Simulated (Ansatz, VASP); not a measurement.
# Two plane-wave programs on CdTe

INCAR

```
  ALGO = Normal
  EDIFF = 1E-6
  ENCUT = 500
  GGA = CA
  GGA_COMPAT = F
  ISIF = 2
  ISMEAR = 0
  LASPH = T
  LCHARG = F
  LREAL = F
  LWAVE = F
  NBANDS = 16
  NELM = 120
  PREC = Accurate
  SIGMA = 0.05
```

File KPOINTS:

```
k-points
0
Gamma
  6 6 6
```

File POSCAR:

```
CdTe
1.0
    0.0000000000      2.9593634045      2.9593634045
    2.9593634045      0.0000000000      2.9593634045
    2.9593634045      2.9593634045      0.0000000000
Cd Te
1 1
Direct
    0.5000000000      0.5000000000      0.5000000000
    0.0000000000      0.0000000000      0.0000000000
```

Input for Ansatz:

```yaml
crystal:
  lattice:
    - [0.0, 2.9593634045, 2.9593634045]
    - [2.9593634045, 0.0, 2.9593634045]
    - [2.9593634045, 2.9593634045, 0.0]
  atoms:
    - { symbol: Cd, position: [0.5, 0.5, 0.5] }
    - { symbol: Te, position: [0.0, 0.0, 0.0] }
basis:
  ecutwfc: 420
  ecutrho_ratio: 4
kpoints:
  mp_grid: { grid: [6, 6, 6] }
hamiltonian:
  xc: lda
scf:
  occupations: { method: gaussian, width: 0.05 }
output:
  forces: true
  stress: true
  eigenvalues: true
```

Alike in both runs: task single point; functional LDA; k mesh 6 × 6 × 6; occupations gaussian, width 0.05 eV; no spin polarisation.

|  | VASP | Ansatz |
| --- | --- | --- |
| version | VASP 6.6.1 | Ansatz 0.2.0 |
| potentials or method | VASP PAW LDA potentials, release 64 (Cd, Te), cutoff 500 eV | scalar-relativistic, plane waves, PAW |
| valence electrons in the cell | 18 | 36 |

Ansatz gave:

```
gap on the k mesh at the Fermi level (eV) : none
pressure (GPa)                            : 0.5
```

Problem. What did VASP give for the same quantities?

Solution. gap on the k mesh at the Fermi level (eV): none; pressure (GPa): 0.9.

LDA's correlation is that of Perdew and Zunger in VASP and of Perdew and Wang (1992) in Ansatz. A gap of «none» marks a metal or a gap that the smearing closes. VASP's potentials hold 18 valence electrons a cell and Ansatz's 36, so a difference there can come from the potentials and not from the codes.

Neither program's run includes spin-orbit coupling.
